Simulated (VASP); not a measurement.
# PbI2: single point with HSE06

The system is PbI2.

```
Pb I
1.0
     4.56573    0.00000    0.00000
    -2.28286    3.95403    0.00000
     0.00000    0.00000    7.04108
Pb I
1 2
Direct
  0.00000 0.00000 0.00000
  0.33333 0.66667 0.26678
  0.66667 0.33333 0.73322
```

```json
{
  "Program": "VASP 6.6.1",
  "Task": "single point",
  "Functional": "HSE06",
  "Potentials or basis": "VASP PAW PBE potentials, release 64 (Pb_d, I)",
  "Cutoff": "400 eV",
  "k mesh": "6 × 6 × 2",
  "Occupations": "gaussian, width 0.01 eV",
  "Spin": "no spin polarisation",
  "Dipole correction": "no",
  "Grid for exact exchange (PRECFOCK)": "Normal",
  "Further INCAR settings": "ALGO = Normal; EDIFF = 1e-06; NBANDS = 21",
  "Share of exact exchange": "0.25",
  "Screening parameter": "0.2079 1/Å"
}
```

```yaml
Pressure: 0.7 GPa
Largest_force: 0.077 eV/Å
Band_gap_on_the_k_mesh: 2.93 eV
```

Forces in eV/Å, atoms in the order of the input:
```
Pb   0.000  0.000  0.000
I    0.000  0.000 -0.077
I    0.000  0.000  0.077
```

Stress tensor (GPa, compression positive):
```
0.71 0.00 0.00
0.00 0.71 0.00
0.00 0.00 0.58
```

Levels at points of the mesh, in eV from the valence-band top:
```
           k point  band 12  band 13  band 14  band 15  band 16  band 17
(0.00, 0.00, 0.00)    -1.08    -1.08    -0.87     3.18     4.07     4.07
(0.50, 0.00, 0.00)    -1.76    -0.93    -0.45     3.55     4.38     5.44
(0.00, 0.00, 0.50)    -0.89    -0.89     0.00     2.93     3.88     3.88
(0.50, 0.00, 0.50)    -1.49    -1.32    -0.80     3.89     4.44     4.86
```

It took 44 min on 1 thread of Intel(R) Xeon(R) Platinum 8259CL CPU @ 2.50GHz (Skylake/Cascade Lake) (shared host), peak memory 0.33 GiB.

Caveat: the k points lie up to 0.45 Å⁻¹ apart; the PAW data sets were made with another functional, which shifts forces and pressure a little; spin-orbit coupling is left out, which moves the levels of the heavy elements; this functional lacks dispersion, which binds layers or chains, so the pressure and a relaxed spacing across them are unreliable. A k mesh can miss the band edges.
